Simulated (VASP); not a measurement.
Ti5Si3, 16 atoms in the cell. Symmetry: P6_3/mcm, No. 193, hexagonal system. The conventional cell has a = 7.465 Å, b = 7.465 Å, c = 5.162 Å, α = 90.00°, β = 90.00°, γ = 120.00°. Ti (site symmetry 32) has 8 Ti at 2.58 to 3.22 Å and 6 Si at 2.62 Å within 3.4 Å. Ti (site symmetry m2m) has 5 Si at 2.60 to 2.88 Å and 10 Ti at 2.97 to 3.22 Å within 3.4 Å. Si (site symmetry m2m) has 9 Ti at 2.60 to 2.88 Å and 2 Si at 2.98 Å within 3.4 Å. 

* Program: VASP 6.6.1
* Task: relaxation of cell and atoms
* Functional: PBEsol
* Potentials or basis: VASP PAW PBE potentials, release 64 (Ti_sv, Si)
* Cutoff: 500 eV
* k mesh: 3 × 3 × 4
* Occupations: gaussian, width 0.1 eV
* Spin: no spin polarisation
* Dipole correction: no
* Further INCAR settings: ALGO = Normal; EDIFF = 1e-07; IBRION = 2; EDIFFG = -0.05; NSW = 100; ISIF = 3

Potentials or basis: VASP PAW PBE potentials, release 64 (Ti_sv, Si).

The run is started by

```sh
$ cat potpaw_PBE.64/Ti_sv/POTCAR potpaw_PBE.64/Si/POTCAR > POTCAR
$ mpirun -np 1 vasp_std > vasp.out
```

Hardware: 1 thread of Intel(R) Xeon(R) 6975P-C (Granite Rapids) (shared host).

Task: Estimate the wall time of this run.

Result: It took 23 min on 1 thread of Intel(R) Xeon(R) 6975P-C (Granite Rapids), with other jobs on the host, peak memory 0.42 GiB. Counts: scf iterations 141, k points 9, ion steps 10.
